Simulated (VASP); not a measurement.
Si, 2 atoms in the cell. Symmetry: Fd-3m, No. 227, cubic system. The conventional cell has a = 5.333 Å, b = 5.333 Å, c = 5.333 Å, α = 90.00°, β = 90.00°, γ = 90.00°. Si (site symmetry -43m) has 4 Si at 2.31 Å within 3.1 Å.  This cell differs from its parent crystal: volume scaled by 0.94.

| Quantity | Value |
| --- | --- |
| Program | VASP 6.6.1 |
| Task | single point |
| Functional | PBEsol |
| Potentials or basis | VASP PAW PBE potentials, release 64 (Si) |
| Cutoff | 520 eV |
| k mesh | 8 × 8 × 8 |
| Occupations | fermi-dirac, width 0.05 eV |
| Spin | no spin polarisation |
| Dipole correction | no |
| Further INCAR settings | ALGO = Normal; EDIFF = 1e-07; NBANDS = 11 |

Potentials or basis: VASP PAW PBE potentials, release 64 (Si).

Command:

```bash
$ cat potpaw_PBE.64/Si/POTCAR > POTCAR
$ mpirun -np 1 vasp_std > vasp.out
```

Hardware: 1 thread of Intel(R) Xeon(R) Platinum 8488C (Sapphire Rapids), with other jobs on the host.

Question: How long does it take, and how much memory?

Answer: It took 13 s on 1 thread of Intel(R) Xeon(R) Platinum 8488C (Sapphire Rapids) (shared host), peak memory 0.14 GiB. Counts: scf iterations 12, k points 29.
